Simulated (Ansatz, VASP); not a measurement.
## TaRu in VASP and in Ansatz

INCAR

```
SYSTEM = TaRu
ALGO = Normal
EDIFF = 1E-6
ENCUT = 520
ISIF = 2
ISMEAR = -1
LASPH = .TRUE.
LCHARG = .TRUE.
LELF = .TRUE.
LREAL = .FALSE.
LVHAR = .TRUE.
LWAVE = .FALSE.
NBANDS = 20
NELM = 100
PREC = Accurate
SIGMA = 0.03
```

File KPOINTS:

```
k-points
0
G
  13 13 13
  0 0 0
```

Contents of POSCAR:

```
TaRu
1.0
    3.1870000000      0.0000000000      0.0000000000
    0.0000000000      3.1870000000      0.0000000000
    0.0000000000      0.0000000000      3.2507400000
Ta Ru
1 1
Direct
    0.5000000000      0.5000000000      0.5000000000
    0.0000000000      0.0000000000      0.0000000000
```

Input for Ansatz:

```yaml
crystal:
  lattice:
    - [3.187, 0.0, 0.0]
    - [0.0, 3.187, 0.0]
    - [0.0, 0.0, 3.25074]
  atoms:
    - { symbol: Ta, position: [0.5, 0.5, 0.5] }
    - { symbol: Ru, position: [0.0, 0.0, 0.0] }
kpoints:
  mp_grid: { grid: [13, 13, 13] }
  band_path:
    path:
      - [0.0, 0.0, 0.0]
      - [0.0, 0.5, 0.0]
      - [0.5, 0.5, 0.0]
      - [0.0, 0.0, 0.0]
      - [0.0, 0.0, 0.5]
      - [0.0, 0.5, 0.5]
      - [0.5, 0.5, 0.5]
      - [0.0, 0.0, 0.5]
      - [0.0, 0.5, 0.0]
    npoints: 5
scf:
  occupations: { method: fermi_dirac, width: 0.03 }
hamiltonian:
  xc: lda
  pseudopotentials: { kind: all_electron, lapw: { basis_error: 0.00025 } }
output:
  forces: true
  stress: true
  eigenvalues: true
```

Change from the starting cell: zz strain of +2 %.

Alike in both runs: task single point; functional LDA; k mesh 13 × 13 × 13; occupations fermi-dirac, width 0.03 eV; no spin polarisation.

|  | VASP | Ansatz |
| --- | --- | --- |
| version | VASP 6.6.1 | Ansatz 0.2.0 |
| potentials or method | VASP PAW LDA potentials, release 64 (Ta_pv, Ru_pv), cutoff 520 eV | all-electron LAPW, scalar-relativistic |

Ansatz gave:

| Quantity | Value |
| --- | --- |
| pressure (GPa) | -20.2 |
| traceless stress, the component that is largest in VASP (GPa) | 3.36 |

Which values does VASP return?

Pressure (GPa): -19.6; traceless stress, the component that is largest in VASP (GPa): 3.28.

LDA's correlation is that of Perdew and Zunger in VASP and of Perdew and Wang (1992) in Ansatz. Ansatz ran all-electron here, and VASP with PAW potentials.

Spin-orbit coupling is off throughout.
